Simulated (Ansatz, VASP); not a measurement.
# One calculation of Ca, two programs

The input INCAR:

```
ALGO = Normal ; EDIFF = 1E-6
ENCUT = 500 ; GGA = PS
GGA_COMPAT = False ; ISIF = 2
ISMEAR = -1 ; LASPH = True
LCHARG = False ; LREAL = False
LWAVE = False ; NBANDS = 11
NELM = 120 ; PREC = Accurate
SIGMA = 0.05
```

Contents of KPOINTS:

```
k-points
0
Gamma
  8 8 8
```

POSCAR

```
Ca
1.0
    0.0279420000      2.7942000000      2.7942000000
    2.7942000000      0.0279420000      2.7942000000
    2.8221420000      2.8221420000      0.0000000000
Ca
1
Direct
    0.0000000000      0.0000000000      0.0000000000
```

File input.yaml:

```yaml
crystal:
  lattice:
    - [0.027942, 2.7942, 2.7942]
    - [2.7942, 0.027942, 2.7942]
    - [2.822142, 2.822142, 0.0]
  atoms:
    - { symbol: Ca, position: [0.0, 0.0, 0.0] }
kpoints:
  mp_grid: { grid: [8, 8, 8] }
scf:
  occupations: { method: fermi_dirac, width: 0.05 }
hamiltonian:
  xc: pbesol
  pseudopotentials: { kind: all_electron, lapw: { basis_error: 0.001 } }
output:
  forces: true
  stress: true
  eigenvalues: true
```

Change from the starting cell: strain_shear_xy = 0.02.

Alike in both runs: task single point; functional PBEsol; k mesh 8 × 8 × 8; occupations fermi-dirac, width 0.05 eV; no spin polarisation.

|  | VASP | Ansatz |
| --- | --- | --- |
| version | VASP 6.6.1 | Ansatz 0.2.0 |
| potentials or method | VASP PAW PBE potentials, release 64 (Ca_sv), cutoff 500 eV | all-electron LAPW, scalar-relativistic |

|  | VASP | Ansatz | Ansatz less VASP |
| --- | --- | --- | --- |
| gap on the k mesh at the Fermi level (eV) | none | none | - |
| pressure (GPa) | -1.2 | -1.2 | +0.01 |
| traceless stress, the component that is largest in VASP (GPa) | -0.26 | -0.26 | 0.000 |

VASP's potentials were made for PBE, not for PBEsol. A gap of «none» marks a metal or a gap that the smearing closes. Ansatz ran all-electron here, and VASP with PAW potentials.
